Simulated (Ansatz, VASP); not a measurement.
# One calculation of ZnS, two programs

Contents of INCAR:

```
SYSTEM = ZnS
  ALGO = Normal
  EDIFF = 1E-6
  ENCUT = 520
  GGA = CA
  ISIF = 2
  ISMEAR = 0
  LASPH = .TRUE.
  LCHARG = .FALSE.
  LREAL = .FALSE.
  LWAVE = .FALSE.
  NBANDS = 16
  NELM = 60
  PREC = Accurate
  SIGMA = 0.01
```

KPOINTS

```
k-points
0
G
  8 8 8
  0 0 0
```

POSCAR

```
ZnS
1.0
    0.0000000000      2.6484691264      2.6484691264
    2.6484691264      0.0000000000      2.6484691264
    2.6484691264      2.6484691264      0.0000000000
Zn S
1 1
Direct
    0.7518878831      0.7518878831      0.7518878831
    0.0000000000      0.0000000000      0.0000000000
```

Input for Ansatz:

```yaml
crystal:
  lattice:
    - [0.0, 2.64846912639, 2.64846912639]
    - [2.64846912639, 0.0, 2.64846912639]
    - [2.64846912639, 2.64846912639, 0.0]
  atoms:
    - { symbol: Zn, position: [0.751887883061, 0.751887883061, 0.751887883061] }
    - { symbol: S, position: [0.0, 0.0, 0.0] }
kpoints:
  mp_grid: { grid: [8, 8, 8] }
scf:
  occupations: { method: fixed }
  convergence: { dr2_threshold: 1.0e-10 }
hamiltonian:
  xc: lda
  pseudopotentials: { kind: all_electron, lapw: { basis_error: 0.0005 } }
output:
  forces: true
  stress: true
  eigenstates:
    kpoints:
      - [0.0, 0.0, 0.0]
      - [0.5, 0.5, 0.0]
      - [0.5, 0.0, 0.5]
      - [0.0, 0.5, 0.5]
      - [0.0, 0.5, 0.0]
      - [0.5, 0.0, 0.0]
      - [0.0, 0.0, 0.5]
      - [0.5, 0.5, 0.5]
  eigenvalues: true
```

Change from the starting cell: atom 1 moved by [0.01, 0.01, 0.01] A.

Alike in both runs: task single point; functional LDA; k mesh 8 × 8 × 8; no spin polarisation.

```csv
,VASP,Ansatz
version,VASP 6.6.1,Ansatz 0.2.0
potentials or method,"VASP PAW LDA potentials, release 64 (Zn, S), cutoff 520 eV","all-electron LAPW, scalar-relativistic"
occupations,"gaussian, width 0.01 eV",fixed
```

|  | VASP | Ansatz | Ansatz less VASP |
| --- | --- | --- | --- |
| gap on the k mesh at the Fermi level (eV) | 2.15 | 2.12 | -0.033 |
| pressure (GPa) | 0.2 | 0.0 | -0.22 |
| traceless stress, the component that is largest in VASP (GPa) | 0.30 | 0.30 | -0.003 |
| rms of the force components (eV/Å) | 0.071 | 0.070 | -0.0008 |

LDA's correlation is that of Perdew and Zunger in VASP and of Perdew and Wang (1992) in Ansatz. Atom by atom the forces differ by 0.001 eV/Å (rms over components). Ansatz ran all-electron here, and VASP with PAW potentials.
